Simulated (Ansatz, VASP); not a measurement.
**Two plane-wave programs on Ge**

The input INCAR:

```
SYSTEM = Ge
PREC = Accurate
ENCUT = 520
EDIFF = 1E-7
ISMEAR = 0
SIGMA = 0.15
LREAL = .False.
LASPH = .True.
NELM = 60
ALGO = Fast
ISIF = 2
LWAVE = .False.
LCHARG = .False.
GGA = PE
NBANDS = 66
```

KPOINTS

```
regular mesh
0
Gamma
  15 15 4
  0 0 0
```

The input POSCAR:

```
Ge
1.0
    4.1804466338      0.0000000000      0.0000000000
   -2.0902233169      3.6203729840      0.0000000000
    0.0000000000      0.0000000000     12.6153338067
Ge
8
Direct
    0.0000000000      0.0000000000      0.3955272934
    0.0000000000      0.0000000000      0.6044727066
    0.0000000000      0.0000000000      0.8955272934
    0.0000000000      0.0000000000      0.1044727066
    0.3333333333      0.6666666667      0.3442031336
    0.6666666667      0.3333333333      0.6557968664
    0.6666666667      0.3333333333      0.8442031336
    0.3333333333      0.6666666667      0.1557968664
```

Input for Ansatz:

```yaml
crystal:
  lattice:
    - [4.1804466338, 0.0, 0.0]
    - [-2.0902233169, 3.620372984, 0.0]
    - [0.0, 0.0, 12.6153338067]
  atoms:
    - { symbol: Ge, position: [0.0, 0.0, 0.3955272934] }
    - { symbol: Ge, position: [0.0, 0.0, 0.6044727066] }
    - { symbol: Ge, position: [0.0, 0.0, 0.8955272934] }
    - { symbol: Ge, position: [0.0, 0.0, 0.1044727066] }
    - { symbol: Ge, position: [0.3333333333, 0.6666666667, 0.3442031336] }
    - { symbol: Ge, position: [0.6666666667, 0.3333333333, 0.6557968664] }
    - { symbol: Ge, position: [0.6666666667, 0.3333333333, 0.8442031336] }
    - { symbol: Ge, position: [0.3333333333, 0.6666666667, 0.1557968664] }
basis:
  ecutwfc: 420
kpoints:
  mp_grid: { grid: [15, 15, 4] }
hamiltonian:
  xc: pbe
scf:
  occupations: { method: gaussian, width: 0.15 }
output:
  forces: true
  stress: true
  eigenvalues: true
  write_density: true
  write_potential: true
  elf: true
  volumetric_format: npy
```

Alike in both runs: task single point; functional PBE; k mesh 15 × 15 × 4; occupations gaussian, width 0.15 eV; no spin polarisation.

```csv
,VASP,Ansatz
version,VASP 6.6.1,Ansatz 0.2.0
potentials or method,"VASP PAW PBE potentials, release 64 (Ge_d), cutoff 520 eV","scalar-relativistic, plane waves, PAW"
valence electrons in the cell,112,112
```

|  | VASP | Ansatz | Ansatz less VASP |
| --- | --- | --- | --- |
| gap on the k mesh at the Fermi level (eV) | none | none | - |
| pressure (GPa) | 0.6 | 0.7 | +0.06 |
| traceless stress, the component that is largest in VASP (GPa) | 4.99 | 5.00 | +0.008 |
| rms of the force components (eV/Å) | 0.641 | 0.641 | +0.0003 |

Atom by atom the forces differ by 0.002 eV/Å (rms over components). A gap of «none» marks a metal or a gap that the smearing closes. The functional is the same, so the differences come from potentials, cutoffs and numerics.
